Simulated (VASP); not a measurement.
Input of a VASP 6.6.1 run:

Contents of INCAR:

```
PREC = Accurate ; ENCUT = 520
EDIFF = 1E-6 ; ISMEAR = 0
SIGMA = 0.1 ; LREAL = F
LASPH = T ; NELM = 100
ALGO = Normal ; ISIF = 2
LWAVE = F ; LCHARG = F
GGA = PE ; NBANDS = 17
```

File KPOINTS:

```
Automatic mesh
0
Gamma
  4 4 4
```

The input POSCAR:

```
HfH6
1.0
    5.2019492680      0.0000000000      0.0000000000
    0.0000000000      5.2019492680      0.0000000000
    0.0000000000      0.0000000000      5.2019492680
Hf H
1 6
Direct
    0.0000000000      0.0000000000      0.0000000000
    0.3944144343      0.0000000000      0.0000000000
    0.6055855657      0.0000000000      0.0000000000
    0.0000000000      0.3944144343      0.0000000000
    0.0000000000      0.6055855657      0.0000000000
    0.0000000000      0.0000000000      0.3944144343
    0.0000000000      0.0000000000      0.6055855657
```

Potentials or basis: VASP PAW PBE potentials, release 64 (Hf_pv, H).

Command:

```sh
$ cat potpaw_PBE.64/Hf_pv/POTCAR potpaw_PBE.64/H/POTCAR > POTCAR
$ mpirun -np 1 vasp_std > vasp.out
```

Problem. Predict the largest force.

Solution. 0.043 eV/Å.

Problem. Estimate the pressure.

Solution. -0.2 GPa.

Forces on the atoms (eV/Å):
```
Hf   0.000  0.000  0.000
H    0.043  0.000  0.000
H   -0.043  0.000  0.000
H    0.000  0.043  0.000
H    0.000 -0.043  0.000
H    0.000  0.000  0.043
H    0.000  0.000 -0.043
```
